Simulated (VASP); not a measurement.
# Au (P6_3/mmc) in VASP: notebook

Runs on Au. Level: PBEsol. Tasks: electric field gradients.

Program: VASP 6.6.1. These are calculated values, not measurements. Logs are shortened: lines on timing, memory, paths and dates and some standing lists are left out, and cuts for length are marked.

**1. The cell of the first run**

Symmetry: P6_3/mmc, No. 194, hexagonal system. Conventional cell: a = 2.861 Å, b = 2.861 Å, c = 4.814 Å, α = 90.00°, β = 90.00°, γ = 120.00°. Within 3.8 Å of Au (site symmetry -6m2) lie 12 Au at 2.86 to 2.92 Å.

**2. Electric field gradients, PBEsol (volume scaled by 0.96)**

INCAR reads:

```
SYSTEM = Au
  PREC = Accurate
  ENCUT = 520
  EDIFF = 1E-8
  ISMEAR = -1
  SIGMA = 0.03
  LREAL = .FALSE.
  LASPH = .TRUE.
  NELM = 100
  ALGO = Normal
  ISIF = 2
  LWAVE = .FALSE.
  LCHARG = .FALSE.
  GGA = PS
  LEFG = .TRUE.
  NBANDS = 18
```

KPOINTS reads:

```
regular mesh
0
G
  14 14 8
  0 0 0
```

POSCAR reads:

```
Au
1.0
    2.8608044381      0.0000000000      0.0000000000
   -1.4304022190      2.4775293187      0.0000000000
    0.0000000000      0.0000000000      4.8140459691
Au
2
Direct
    0.3333333333      0.6666666667      0.7500000000
    0.6666666667      0.3333333333      0.2500000000
```

Potentials or basis: VASP PAW PBE potentials, release 64 (Au).

Command:

```console
$ cat potpaw_PBE.64/Au/POTCAR > POTCAR
$ mpirun -np 1 vasp_std > vasp.out
```

OUTCAR:

```text
SYSTEM = Au
   PREC = Accurate
   ENCUT = 520
   EDIFF = 1E-8
   ISMEAR = -1
   LREAL = .FALSE.
   LASPH = .TRUE.
   NELM = 100
   ISIF = 2
   GGA = PS

 ion  position               nearest neighbor table
   1  0.333  0.667  0.750-   2 2.92   2 2.92   2 2.92   2 2.92   2 2.92   2 2.92
   2  0.667  0.333  0.250-   1 2.92   1 2.92   1 2.92   1 2.92   1 2.92   1 2.92

  LATTYP: Found a hexagonal cell.
 ALAT       =     2.8608044381
 C/A-ratio  =     1.6827595431

  Lattice vectors:

 A1 = (   2.8608044381,   0.0000000000,   0.0000000000)
 A2 = (  -1.4304022190,   2.4775293187,   0.0000000000)
 A3 = (   0.0000000000,   0.0000000000,   4.8140459691)

Analysis of symmetry for initial positions (statically):
=====================================================================
 Subroutine PRICEL returns:
 Original cell was already a primitive cell.

 Routine SETGRP: Setting up the symmetry group for a
 hexagonal supercell.

 Subroutine GETGRP returns: Found 24 space group operations
 (whereof 12 operations were pure point group operations)
 out of a pool of 24 trial point group operations.

The static configuration has the point symmetry D_3d.
 The point group associated with its full space group is D_6h.

Analysis of symmetry for dynamics (positions and initial velocities):
=====================================================================
 Subroutine PRICEL returns:
 Original cell was already a primitive cell.

 Routine SETGRP: Setting up the symmetry group for a
 hexagonal supercell.

 Subroutine GETGRP returns: Found 24 space group operations
 (whereof 12 operations were pure point group operations)
 out of a pool of 24 trial point group operations.

The dynamic configuration has the point symmetry D_3d.
 The point group associated with its full space group is D_6h.

 Subroutine INISYM returns: Found 24 space group operations
 (whereof 12 operations are pure point group operations),
 and found     1 'primitive' translations

----------------------------------------------------------------------------------------

                                     Primitive cell

  volume of cell :      34.1206

[... 115 lines left out ...]
   AEXX    =    0.0000 exact exchange contribution
   IVDW    =     0    specifies the selected vdW correction
   LEPSILON=     F    determine dielectric tensor
   LRPA    =     F    only Hartree local field effects (RPA)
 non-spin polarized calculation
  energy-cutoff  :      520.00
  volume of cell :       34.12
 maximum number of plane-waves:       936
 NGX is ok and might be reduce to    24
   NGX = 11   NGY = 11   NGZ = 17

 number of electron      22.0000002 magnetization

 Free energy of the ion-electron system (eV)
  ---------------------------------------------------
  ext. energy  EPLUGINS =         0.00000000
  ---------------------------------------------------
  free energy    TOTEN  =        -7.82346784 eV

  energy without entropy =       -7.81978202  energy(sigma->0) =       -7.82162493

 E-fermi :   9.2366     XC(G=0): -12.8782

 val. band max:        9.1819596564   @ k =   0.5000  -0.0000   0.2500
 cond. band min:       9.2483783002   @ k =   0.3571   0.1429   0.2500
 fundamental gap:      0.0664186438
 Fermi energy:         9.2365618555

 k-point     1 :       0.0000    0.0000    0.0000
  band No.  band energies     occupation
      1      -0.6514      2.00000
      2       1.8364      2.00000
      3       4.3900      2.00000
      4       4.6855      2.00000
      5       4.6855      2.00000
      6       4.9969      2.00000
[... 481 lines left out ...]
      5       4.4820      2.00000
      6       4.6124      2.00000
[... 10 lines left out ...]
     17      20.3540      0.00000
     18      20.5567      0.00000

 [... further k-points ...]
[... 5 lines left out ...]
  --------------------------------------------------------------------------------------
  -------------------------------------------------------------------------------------
  Total       -0.0561801     -0.0561801     -0.2424999     -0.0000000      0.0000000      0.0000000
  in kB       -2.6380065     -2.6380065    -11.3868852     -0.0000000      0.0000000      0.0000000
  external PRESSURE =      -5.5542994 kB  Pullay stress =       0.0000000 kB

 VOLUME and BASIS-vectors are now :
 -----------------------------------------------------------------------------
  energy-cutoff  :      520.00
  volume of cell :       34.12
      direct lattice vectors                 reciprocal lattice vectors
     2.860804438  0.000000000  0.000000000     0.349552030  0.201813959  0.000000000
    -1.430402219  2.477529319  0.000000000     0.000000000  0.403627918  0.000000000
     0.000000000  0.000000000  4.814045969     0.000000000  0.000000000  0.207725478

 POSITION                                       TOTAL-FORCE (eV/Angst)
 -----------------------------------------------------------------------------------
     -0.00000      1.65169      3.61053        -0.000000      0.000000      0.000000
      1.43040      0.82584      1.20351         0.000000     -0.000000      0.000000
 -----------------------------------------------------------------------------------
    total drift:                               -0.000000      0.000000     -0.000000

  FREE ENERGIE OF THE ION-ELECTRON SYSTEM (eV)
  ---------------------------------------------------
  free  energy   TOTEN  =        -7.8234678360 eV

  energy  without entropy=       -7.8197820231  energy(sigma->0) =       -7.82162493

 Electric field gradients (V/A^2)
---------------------------------------------------------------------
 ion       V_xx      V_yy      V_zz      V_xy      V_xz      V_yz
---------------------------------------------------------------------
   1     -14.253   -14.253    28.506    -0.000     0.000    -0.000
   2     -14.253   -14.253    28.506    -0.000    -0.000     0.000
---------------------------------------------------------------------

 Electric field gradients after diagonalization (V/A^2)
 (convention: |V_zz| > |V_xx| > |V_yy|)
----------------------------------------------------------------------
 ion       V_xx      V_yy      V_zz     asymmetry (V_yy - V_xx)/ V_zz
----------------------------------------------------------------------
   1     -14.254   -14.253    28.506       0.000
   2     -14.254   -14.253    28.506       0.000
----------------------------------------------------------------------

           NMR quadrupolar parameters

 Cq : quadrupolar parameter    Cq=e*Q*V_zz/h
 eta: asymmetry parameters     (V_yy - V_xx)/ V_zz
 Q  : nuclear electric quadrupole moment in mb (millibarn)
----------------------------------------------------------------------
 ion       Cq(MHz)       eta       Q (mb)
----------------------------------------------------------------------
   1       0.069       0.000       1.000
   2       0.069       0.000       1.000
----------------------------------------------------------------------
```

stdout:

```text
POSCAR found type information on POSCAR Au
 POSCAR found :  1 types and       2 ions
 scaLAPACK will be used
 -----------------------------------------------------------------------------
|                                                                             |
|                                                                             |
|     You enforced a specific xc type in the INCAR file but a different       |
|     I HOPE YOU KNOW WHAT YOU ARE DOING!                                     |
|                                                                             |
 -----------------------------------------------------------------------------

 LDA part: xc-table for (Slater+PW92), standard interpolation
 POSCAR, INCAR and KPOINTS ok, starting setup
 FFT: planning ... GRIDC
 FFT: planning ... GRID_SOFT
 FFT: planning ... GRID
 WAVECAR not read
 entering main loop
ion   1

ion   2
```

It took 34 s on 1 thread of AMD EPYC 9R45 (Zen 5), shared host; peak memory 0.17 GiB.

What came out:

```yaml
Free_energy: -7.8235 eV
Pressure: -0.6 GPa
Band_gap_on_the_k_mesh: zero (band 11 reaches 13.15 eV, above the bottom of band 12 at 6.62 eV)
```

Electric field gradients, principal values (V/Å²):
```tsv
atom	least	middle	greatest (by size)
1 Au	-14.253	-14.254	28.506
2 Au	-14.253	-14.254	28.506
```

Caveat: without QUAD_EFG the Cq values of the log hold for a quadrupole moment of 1 mb, not for the nuclei; the PAW data sets were made with another functional, which shifts forces and pressure a little; spin-orbit coupling is left out, which moves the levels of the heavy elements.

[end of part 1 of 2]
